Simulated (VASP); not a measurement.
# TiSi (Cmmm) in VASP: further runs, part 2 of 2

VASP 6.6.1. The steps go on from the part before.

## Step 3: Single point, PBEsol+D3(BJ)

File INCAR:

```
SYSTEM = TiSi
ALGO     = Normal         ! electronic algorithm
EDIFF    = 1E-6           ! SCF threshold, eV
ENCUT    = 520            ! plane-wave cutoff, eV
GGA      = PS             ! functional
ISIF     = 2              ! what is computed and relaxed
ISMEAR   = 0              ! smearing method
IVDW     = 12             ! dispersion correction
LASPH    = .True.         ! aspherical terms in the spheres
LCHARG   = .False.        ! write CHGCAR
LREAL    = .False.        ! projectors in reciprocal space
LWAVE    = .False.        ! write WAVECAR
NBANDS   = 24             ! bands
NELM     = 100            ! most SCF steps
PREC     = Accurate       ! precision mode
SIGMA    = 0.15           ! smearing width, eV
```

File KPOINTS:

```
Automatic mesh
0
Gamma
  10 10 8
  0.5 0.5 0.5
```

File POSCAR:

```
TiSi
1.0
    0.0000000000      3.5724520426      0.0000000000
   -3.7695186786      0.0000000000      0.0000000000
    0.0000000000      0.0000000000      4.0875910432
Ti Si
2 2
Direct
    0.0000000000      0.0000000000      0.0507559076
    0.5000000000      0.0000000000      0.5507559076
    0.0000000000      0.5000000000      0.5507440924
    0.5000000000      0.5000000000      0.0507440924
```

Potentials or basis: VASP PAW PBE potentials, release 64 (Ti_sv, Si).

The run is started by

```console
$ cat potpaw_PBE.64/Ti_sv/POTCAR potpaw_PBE.64/Si/POTCAR > POTCAR
$ mpirun -np 1 vasp_std > vasp.out
```

OUTCAR:

```text
SYSTEM = TiSi
   EDIFF = 1E-6
   ENCUT = 520
   GGA = PS
   ISIF = 2
   ISMEAR = 0
   IVDW = 12
   LASPH = .True.
   LREAL = .False.
   NELM = 100
   PREC = Accurate
 IVDW          = 12

 ion  position               nearest neighbor table
   1  0.000  0.000  0.051-   4 2.60   4 2.60   4 2.60   4 2.60   2 2.71   2 2.71   2 2.71   2 2.71
                             3 2.78   3 2.78   3 2.78   3 2.78
   2  0.500  0.000  0.551-   3 2.60   3 2.60   3 2.60   3 2.60   1 2.71   1 2.71   1 2.71   1 2.71
                             4 2.78   4 2.78   4 2.78   4 2.78
   3  0.000  0.500  0.551-   2 2.60   2 2.60   2 2.60   2 2.60   4 2.71   4 2.71   4 2.71   4 2.71
                             1 2.78   1 2.78   1 2.78   1 2.78
   4  0.500  0.500  0.051-   1 2.60   1 2.60   1 2.60   1 2.60   3 2.71   3 2.71   3 2.71   3 2.71
                             2 2.78   2 2.78   2 2.78   2 2.78

  LATTYP: Found a simple orthorhombic cell.
 ALAT       =     3.5724520426
 B/A-ratio  =     1.0551628500
 C/A-ratio  =     1.1441975972

  Lattice vectors:

 A1 = (   0.0000000000,   3.5724520426,   0.0000000000)
 A2 = (  -3.7695186786,   0.0000000000,   0.0000000000)
 A3 = (   0.0000000000,   0.0000000000,   4.0875910432)

Analysis of symmetry for initial positions (statically):
[... 202 lines left out ...]
 fundamental gap:      0.0092243144
 Fermi energy:        10.8099468415

 k-point     1 :       0.0500    0.0500    0.0625
  band No.  band energies     occupation
      1     -45.5378      2.00000
      2     -45.3569      2.00000
      3     -22.1446      2.00000
      4     -22.0700      2.00000
      5     -22.0595      2.00000
      6     -21.8963      2.00000
[... 637 lines left out ...]
     23      13.9313      0.00000
     24      15.3681      0.00000

 [... further k-points ...]

------------------------ aborting loop because EDIFF is reached ----------------------------------------

 Edisp (eV)   -2.24691

 E8    (eV) :    -1.5116

  FORCE on cell =-STRESS in cart. coord.  units (eV):
  Direction    XX          YY          ZZ          XY          YZ          ZX
  --------------------------------------------------------------------------------------
  -------------------------------------------------------------------------------------
  Total      -0.85956    -0.81987    -0.97824     0.00000     0.00000     0.00000
  in kB     -25.01895   -23.86345   -28.47309     0.00000     0.00000     0.00000
  external pressure =      -25.79 kB  Pullay stress =        0.00 kB

 VOLUME and BASIS-vectors are now :
 -----------------------------------------------------------------------------
  energy-cutoff  :      520.00
  volume of cell :       55.05
      direct lattice vectors                 reciprocal lattice vectors
     0.000000000  3.572452043  0.000000000     0.000000000  0.279919783  0.000000000
    -3.769518679  0.000000000  0.000000000    -0.265285859  0.000000000  0.000000000
     0.000000000  0.000000000  4.087591043     0.000000000  0.000000000  0.244642869

 POSITION                                       TOTAL-FORCE (eV/Angst)
 -----------------------------------------------------------------------------------
      0.00000      0.00000      0.20747         0.000000     -0.000000     -0.000111
      0.00000      1.78623      2.25126         0.000000     -0.000000     -0.000111
     -1.88476      0.00000      2.25122         0.000000     -0.000000      0.000111
     -1.88476      1.78623      0.20742        -0.000000      0.000000      0.000111
 -----------------------------------------------------------------------------------
    total drift:                                0.000000      0.000000     -0.000160

  FREE ENERGIE OF THE ION-ELECTRON SYSTEM (eV)
  ---------------------------------------------------
  free  energy   TOTEN  =       -32.8977814808 eV

  energy  without entropy=      -32.8751921711  energy(sigma->0) =      -32.88648683
```

OSZICAR:

```text
N       E                     dE             d eps       ncg     rms          rms(c)
DAV:   1     0.315269294458E+03    0.31527E+03   -0.14543E+04  4800   0.150E+03
DAV:   2    -0.660760084586E+00   -0.31593E+03   -0.30421E+03  4856   0.442E+02
DAV:   3    -0.319228027261E+02   -0.31262E+02   -0.30234E+02  8776   0.115E+02
DAV:   4    -0.335956060231E+02   -0.16728E+01   -0.16612E+01  5928   0.250E+01
DAV:   5    -0.336800259280E+02   -0.84420E-01   -0.84401E-01  7536   0.497E+00    0.178E+01
DAV:   6    -0.309186808892E+02    0.27613E+01   -0.17783E+01  6272   0.374E+01    0.547E+00
DAV:   7    -0.306738502442E+02    0.24483E+00   -0.20853E+00  6088   0.123E+01    0.439E+00
DAV:   8    -0.306491645765E+02    0.24686E-01   -0.28756E-01  6440   0.420E+00    0.763E-01
DAV:   9    -0.306492678847E+02   -0.10331E-03   -0.39409E-02  6704   0.161E+00    0.563E-01
DAV:  10    -0.306509151459E+02   -0.16473E-02   -0.40069E-03  5808   0.526E-01    0.704E-02
DAV:  11    -0.306508784894E+02    0.36657E-04   -0.77558E-04  7168   0.192E-01    0.794E-02
DAV:  12    -0.306508764337E+02    0.20557E-05   -0.62743E-05  5816   0.659E-02    0.213E-02
DAV:  13    -0.306508764422E+02   -0.85201E-08   -0.54290E-06  5696   0.226E-02
   1 F= -.32897781E+02 E0= -.32886487E+02  d E =-.225893E-01
```

Wall time 86 s (1 thread of Intel Xeon Platinum 8488C (Sapphire Rapids), shared host); peak memory 0.25 GiB.

Results:

```
Free energy                : -32.8978 eV
Pressure                   : -2.6 GPa
Band gap on the k mesh     : zero (band 16 reaches 11.44 eV, above the bottom of band 17 at 9.84 eV)
Dispersion energy per atom : -0.562 eV
```

Stress tensor (GPa, compression positive):
```
-2.50  0.00  0.00
 0.00 -2.39  0.00
 0.00  0.00 -2.85
```

Caveat: the PAW data sets were made with another functional, which shifts forces and pressure a little; pairwise dispersion overbinds metals, which lowers pressure and volume.
